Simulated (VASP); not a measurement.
# Rh (Fm-3m) in VASP: settings compared

Rh is run at these levels: PBE, LDA, PBEsol; tasks: single point.

Program: VASP 6.6.1. These are calculated values, not measurements. Logs are shortened: lines on timing, memory, paths and dates and some standing lists are left out, and cuts for length are marked.

## (1) The cell of the first run

It takes space group Fm-3m (No. 225, cubic). Conventional cell: a = 3.796 Å, b = 3.796 Å, c = 3.796 Å, α = 90.00°, β = 90.00°, γ = 90.00°. Rh (site symmetry m-3m) has 12 Rh at 2.68 Å within 3.5 Å.

## (2) Single point, PBE

INCAR

```
SYSTEM = Rh
PREC = Accurate
ENCUT = 520
EDIFF = 1E-6
ISMEAR = -1
SIGMA = 0.05
LREAL = .False.
LASPH = .True.
NELM = 80
ALGO = Fast
ISIF = 2
LWAVE = .False.
LCHARG = .False.
GGA = PE
NBANDS = 14
```

KPOINTS

```
regular mesh
0
Gamma
  12 12 12
  0 0 0
```

POSCAR

```
Rh
1.0
    0.0000000000      1.8978500000      1.8978500000
    1.8978500000      0.0000000000      1.8978500000
    1.8978500000      1.8978500000      0.0000000000
Rh
1
Direct
    0.0000000000      0.0000000000      0.0000000000
```

Potentials or basis: VASP PAW PBE potentials, release 64 (Rh_pv).

Launch:

```
$ cat potpaw_PBE.64/Rh_pv/POTCAR > POTCAR
$ mpirun -np 1 vasp_std > vasp.out
```

OUTCAR:

```text
SYSTEM = Rh
   PREC = Accurate
   ENCUT = 520
   EDIFF = 1E-6
   ISMEAR = -1
   LREAL = .False.
   LASPH = .True.
   NELM = 80
   ISIF = 2
   GGA = PE

 ion  position               nearest neighbor table
   1  0.000  0.000  0.000-

  LATTYP: Found a face centered cubic cell.
 ALAT       =     3.7957000000

  Lattice vectors:

 A1 = (   0.0000000000,   1.8978500000,   1.8978500000)
 A2 = (   1.8978500000,   0.0000000000,   1.8978500000)
 A3 = (   1.8978500000,   1.8978500000,   0.0000000000)

Analysis of symmetry for initial positions (statically):
[... 33 lines left out ...]
                                     Primitive cell

  volume of cell :      13.6715

  direct lattice vectors                    reciprocal lattice vectors
     0.000000000  1.897850000  1.897850000    -0.263456016  0.263456016  0.263456016
     1.897850000  0.000000000  1.897850000     0.263456016 -0.263456016  0.263456016
     1.897850000  1.897850000  0.000000000     0.263456016  0.263456016 -0.263456016

  length of vectors
     2.683965209  2.683965209  2.683965209     0.456319205  0.456319205  0.456319205

  position of ions in fractional coordinates (direct lattice)
     0.000000000  0.000000000  0.000000000

  ion indices of the primitive-cell ions
   primitive index   ion index
                 1           1

----------------------------------------------------------------------------------------

 KPOINTS: regular mesh

Automatic generation of k-mesh.
 Grid dimensions read from file:
 generate k-points for:   12   12   12

 Generating k-lattice:

  Cartesian coordinates                     Fractional coordinates (reciprocal lattice)
    -0.021954668  0.021954668  0.021954668     0.083333333  0.000000000  0.000000000
     0.021954668 -0.021954668  0.021954668     0.000000000  0.083333333  0.000000000
     0.021954668  0.021954668 -0.021954668     0.000000000  0.000000000  0.083333333

  Length of vectors
     0.038026600  0.038026600  0.038026600

  Shift w.r.t. Gamma in fractional coordinates (k-lattice)
     0.000000000  0.000000000  0.000000000

 Subroutine IBZKPT returns following result:
 ===========================================

 Found     72 irreducible k-points:

 Following reciprocal coordinates:
            Coordinates               Weight
  0.000000  0.000000  0.000000      1.000000
  0.083333  0.000000  0.000000      8.000000
  0.166667  0.000000  0.000000      8.000000
  0.250000  0.000000  0.000000      8.000000
  0.333333  0.000000  0.000000      8.000000
[... 38 lines left out ...]
   EDIFF  = 0.1E-05   stopping-criterion for ELM
   LREAL  =      F    real-space projection
   EDIFFG = 0.1E-04   stopping-criterion for IOM
   NSW    =      0    number of steps for IOM
   IBRION =     -1    ionic relax: 0-MD 1-quasi-New 2-CG
   NFREE  =      0    steps in history (QN), initial steepest desc. (CG)
   ISIF   =      2    stress and relaxation
   ISYM   =      2    0-nonsym 1-usesym 2-fastsym
   POTIM  = 0.5000    time-step for ionic-motion
   TEBEG  =    0.0;   TEEND  =   0.0 temperature during run
   PSTRESS=    0.0 pullay stress
   NELECT =      15.0000    total number of electrons
   NUPDOWN=      -1.0000    fix difference up-down
   EMIN   =  10.00;   EMAX   =-10.00  energy-range for DOS
   EFERMI =   0.00;   METHOD = LEGACY
   ISMEAR =    -1;   SIGMA  =   0.05  broadening in eV -4-tet -1-fermi 0-gaus
   EFERMI_NEDOS =   21; number of points for ismear=-14 and -15
   IALGO  =     68    algorithm
   IMIX   =      4    mixing-type and parameters
     AMIX     =   0.40;   BMIX     =  1.00
     AMIX_MAG =   1.60;   BMIX_MAG =  1.00
  volume/ion in A,a.u.               =      13.67        92.26
  Fermi-wavevector in a.u.,A,eV,Ry     =   1.688496  3.190795 38.790465  2.851019
  Thomas-Fermi vector in A             =   2.770792
   LORBIT       =      0    0 simple, 1 ext, 2 COOP (PROOUT), +10 PAW based schemes
   GGA     = PE    functional components
   LHFCALC =     F    Hartree Fock is set to
   AEXX    =    0.0000 exact exchange contribution
   IVDW    =     0    specifies the selected vdW correction
   LEPSILON=     F    determine dielectric tensor
   LRPA    =     F    only Hartree local field effects (RPA)
 non-spin polarized calculation
 RMM-DIIS sequential band-by-band and
  energy-cutoff  :      520.00
  volume of cell :       13.67
 maximum number of plane-waves:       380
   NGX =  9   NGY =  9   NGZ =  9

 number of electron      15.0000007 magnetization

 Free energy of the ion-electron system (eV)
  ---------------------------------------------------
  ext. energy  EPLUGINS =         0.00000000
  ---------------------------------------------------
  free energy    TOTEN  =        -7.25705552 eV

  energy without entropy =       -7.24870396  energy(sigma->0) =       -7.25287974

 E-fermi :  12.0140     XC(G=0): -14.0712

 val. band max:       11.9316474071   @ k =  -0.3333   0.3333   0.0000
 cond. band min:      12.0448170406   @ k =   0.3333   0.1667   0.0000
 fundamental gap:      0.1131696334
 Fermi energy:        12.0140395664

 k-point     1 :       0.0000    0.0000    0.0000
  band No.  band energies     occupation
      1     -34.4030      2.00000
      2     -34.4030      2.00000
      3     -34.4030      2.00000
      4       4.0068      2.00000
      5       8.8908      2.00000
      6       8.8908      2.00000
      7       8.8908      2.00000
      8      10.9924      2.00000
      9      10.9924      2.00000
     10      28.0015      0.00000
     11      32.4798      0.00000
     12      33.4930      0.00000
     13      33.4930      0.00000
     14      33.4930      0.00000
[... 377 lines left out ...]
      1     -35.0798      2.00000
      2     -34.6417      2.00000
      3     -34.5337      2.00000
      4       6.5723      2.00000
      5       8.2224      2.00000
      6       9.4889      2.00000
      7       9.9240      2.00000
      8      12.2534      0.01654
      9      16.1454      0.00000
     10      20.7948      0.00000
     11      28.0745      0.00000
     12      30.9581      0.00000
     13      32.4823      0.00000
     14      32.6428      0.00000

 [... further k-points ...]
[... 5 lines left out ...]
  --------------------------------------------------------------------------------------
  -------------------------------------------------------------------------------------
  Total        0.6190633      0.6190633      0.6190633      0.0000000      0.0000000     -0.0000000
  in kB       72.5487651     72.5487651     72.5487651      0.0000000      0.0000000     -0.0000000
  external PRESSURE =      72.5487651 kB  Pullay stress =       0.0000000 kB

 VOLUME and BASIS-vectors are now :
 -----------------------------------------------------------------------------
  energy-cutoff  :      520.00
  volume of cell :       13.67
      direct lattice vectors                 reciprocal lattice vectors
     0.000000000  1.897850000  1.897850000    -0.263456016  0.263456016  0.263456016
     1.897850000  0.000000000  1.897850000     0.263456016 -0.263456016  0.263456016
     1.897850000  1.897850000  0.000000000     0.263456016  0.263456016 -0.263456016

 POSITION                                       TOTAL-FORCE (eV/Angst)
 -----------------------------------------------------------------------------------
      0.00000      0.00000      0.00000         0.000000      0.000000      0.000000
 -----------------------------------------------------------------------------------
    total drift:                               -0.000000     -0.000000     -0.000000

  FREE ENERGIE OF THE ION-ELECTRON SYSTEM (eV)
  ---------------------------------------------------
  free  energy   TOTEN  =        -7.2570555217 eV

  energy  without entropy=       -7.2487039603  energy(sigma->0) =       -7.25287974
```

Wall time 8.8 s (1 thread of AMD EPYC 7R13 (Zen 3), shared host); peak memory 0.1 GiB.

What came out:

| Property | Result |
| --- | --- |
| Free energy | -7.2571 eV |
| Pressure | 7.3 GPa |

## (3) Single point, PBE

This run uses another cell than the first one, of 13.94 Å³/atom, 1.020 times its volume.

INCAR

```
PREC     = Accurate       # precision mode
ENCUT    = 520            # plane-wave cutoff, eV
EDIFF    = 1E-7           # SCF threshold, eV
ISMEAR   = -1             # smearing method
SIGMA    = 0.05           # smearing width, eV
LREAL    = F              # projectors in reciprocal space
LASPH    = T              # aspherical terms in the spheres
NELM     = 100            # most SCF steps
ALGO     = Fast           # electronic algorithm
ISIF     = 2              # what is computed and relaxed
LWAVE    = F              # write WAVECAR
LCHARG   = F              # write CHGCAR
GGA      = PE             # functional
NBANDS   = 14             # bands
```

KPOINTS

```
regular mesh
0
Gamma
  12 12 12
```

POSCAR

```
Rh
1.0
    0.0000000000      1.9104189093      1.9104189093
    1.9104189093      0.0000000000      1.9104189093
    1.9104189093      1.9104189093      0.0000000000
Rh
1
Direct
    0.0000000000      0.0000000000      0.0000000000
```

Potentials or basis: VASP PAW PBE potentials, release 64 (Rh_pv).

Launch:

```
$ cat potpaw_PBE.64/Rh_pv/POTCAR > POTCAR
$ mpirun -np 1 vasp_std > vasp.out
```

Wall time 10 s (1 thread of AMD EPYC 7R13 (Zen 3), shared host); peak memory 0.1 GiB.

Results (log left out):

```
Free energy : -7.2649 eV
Pressure    : 1.7 GPa
```

Levels at points of the mesh, in eV from the Fermi level:
```tsv
k point	band 3	band 4	band 5	band 6	band 7	band 8	band 9	band 10	band 11	band 12
(0.00, 0.00, 0.00)	-46.38	-7.86	-3.03	-3.03	-3.03	-0.99	-0.99	16.00	20.53	21.38
(0.50, 0.00, 0.00)	-46.48	-6.01	-3.10	-3.10	0.53	0.53	0.74	8.48	15.50	20.53
(0.50, 0.50, 0.00)	-46.64	-6.19	-5.83	0.50	0.94	0.94	3.24	12.08	13.24	13.24
```

## (4) Single point, LDA

This run uses another cell than the first one, of 14.22 Å³/atom, 1.040 times its volume.

INCAR

```
  ALGO = Fast
  EDIFF = 1E-6
  ENCUT = 520
  ISIF = 2
  ISMEAR = -1
  LASPH = True
  LCHARG = False
  LREAL = False
  LWAVE = False
  NBANDS = 14
  NELM = 80
  PREC = Accurate
  SIGMA = 0.05
```

KPOINTS

```
k-points
0
Gamma
  12 12 12
```

POSCAR

```
Rh
1.0
    0.0000000000      1.9228245745      1.9228245745
    1.9228245745      0.0000000000      1.9228245745
    1.9228245745      1.9228245745      0.0000000000
Rh
1
Direct
    0.0000000000      0.0000000000      0.0000000000
```

Potentials or basis: VASP PAW LDA potentials, release 64 (Rh_pv).

Launch:

```
$ cat potpaw_LDA.64/Rh_pv/POTCAR > POTCAR
$ mpirun -np 1 vasp_std > vasp.out
```

OUTCAR:

```text
EDIFF = 1E-6
   ENCUT = 520
   ISIF = 2
   ISMEAR = -1
   LASPH = True
   LREAL = False
   NELM = 80
   PREC = Accurate

 ion  position               nearest neighbor table
   1  0.000  0.000  0.000-

  LATTYP: Found a face centered cubic cell.
 ALAT       =     3.8456491490

  Lattice vectors:

 A1 = (   0.0000000000,   1.9228245745,   1.9228245745)
 A2 = (   1.9228245745,   0.0000000000,   1.9228245745)
 A3 = (   1.9228245745,   1.9228245745,   0.0000000000)

Analysis of symmetry for initial positions (statically):
[... 576 lines left out ...]
      6       8.7183      2.00000
      7       9.1129      2.00000
      8      11.3274      0.02061
      9      15.0782      0.00000
     10      19.4538      0.00000
     11      26.9099      0.00000
     12      29.6346      0.00000
     13      31.1582      0.00000
     14      31.4958      0.00000

 [... further k-points ...]
[... 5 lines left out ...]
  --------------------------------------------------------------------------------------
  -------------------------------------------------------------------------------------
  Total       -1.6389018     -1.6389018     -1.6389018      0.0000000     -0.0000000     -0.0000000
  in kB     -184.6777244   -184.6777244   -184.6777244      0.0000000     -0.0000000     -0.0000000
  external PRESSURE =    -184.6777244 kB  Pullay stress =       0.0000000 kB

 VOLUME and BASIS-vectors are now :
 -----------------------------------------------------------------------------
  energy-cutoff  :      520.00
  volume of cell :       14.22
      direct lattice vectors                 reciprocal lattice vectors
     0.000000000  1.922824575  1.922824575    -0.260034122  0.260034122  0.260034122
     1.922824575  0.000000000  1.922824575     0.260034122 -0.260034122  0.260034122
     1.922824575  1.922824575  0.000000000     0.260034122  0.260034122 -0.260034122

 POSITION                                       TOTAL-FORCE (eV/Angst)
 -----------------------------------------------------------------------------------
      0.00000      0.00000      0.00000        -0.000000      0.000000     -0.000000
 -----------------------------------------------------------------------------------
    total drift:                               -0.000000     -0.000000     -0.000000

  FREE ENERGIE OF THE ION-ELECTRON SYSTEM (eV)
  ---------------------------------------------------
  free  energy   TOTEN  =        -8.6327354755 eV

  energy  without entropy=       -8.6238436008  energy(sigma->0) =       -8.62828954
```

stdout:

```text
POSCAR found type information on POSCAR Rh
 POSCAR found :  1 types and       1 ions
 scaLAPACK will be used
 LDA part: xc-table for (Slater(with rela. corr.)+CA(PZ))
 , standard interpolation
 POSCAR, INCAR and KPOINTS ok, starting setup
 FFT: planning ... GRIDC
 FFT: planning ... GRID_SOFT
 FFT: planning ... GRID
 WAVECAR not read
 entering main loop
```

Wall time 8.3 s (1 thread of AMD EPYC 7R13 (Zen 3), shared host); peak memory 0.09 GiB.

What came out:

| Property | Result |
| --- | --- |
| Free energy | -8.6327 eV |
| Pressure | -18.5 GPa |

Levels at points of the mesh, in eV from the Fermi level:
```
           k point  band 4  band 5  band 6  band 7  band 8  band 9  band 10  band 11
(0.00, 0.00, 0.00)   -7.79   -2.97   -2.97   -2.97   -0.95   -0.95    15.97    20.39
(0.50, 0.00, 0.00)   -5.90   -3.03   -3.03    0.53    0.53    0.73     8.23    15.48
(0.50, 0.50, 0.00)   -6.04   -5.70    0.51    0.91    0.91    3.16    11.80    13.01
```

## (5) Single point, PBEsol

This run uses another cell than the first one, of 12.43 Å³/atom, 0.909 times its volume.

INCAR

```
ALGO = Normal ; EDIFF = 1E-6
ENCUT = 520 ; GGA = PS
ISIF = 2 ; ISMEAR = -1
LASPH = True ; LCHARG = False
LREAL = False ; LWAVE = False
NBANDS = 14 ; NELM = 100
PREC = Accurate ; SIGMA = 0.05
```

KPOINTS is that of step 4.

POSCAR

```
Rh
1.0
    0.0000000000      1.8385856720      1.8385856720
    1.8385856720      0.0000000000      1.8385856720
    1.8385856720      1.8385856720      0.0000000000
Rh
1
Direct
    0.0000000000      0.0000000000      0.0000000000
```

Potentials or basis: VASP PAW PBE potentials, release 64 (Rh_pv).

Launch:

```
$ cat potpaw_PBE.64/Rh_pv/POTCAR > POTCAR
$ mpirun -np 1 vasp_std > vasp.out
```

Wall time 4.6 s (1 thread of Intel Xeon 6975P-C (Granite Rapids), shared host); peak memory 0.13 GiB.

Results (log left out):

```
Free energy : -8.0542 eV
Pressure    : 29.9 GPa
```

Levels at points of the mesh, in eV from the Fermi level:
```csv
k point,band 5,band 6,band 7,band 8,band 9,band 10
"(0.00, 0.00, 0.00)",-3.65,-3.65,-3.65,-1.18,-1.18,15.78
"(0.50, 0.00, 0.00)",-3.75,-3.75,0.53,0.66,0.66,9.67
"(0.50, 0.50, 0.00)",-6.99,0.64,1.15,1.15,3.31,13.56
```

Caveat: the PAW data sets were made with another functional, which shifts forces and pressure a little.

(Part 1 of 2 ends here.)
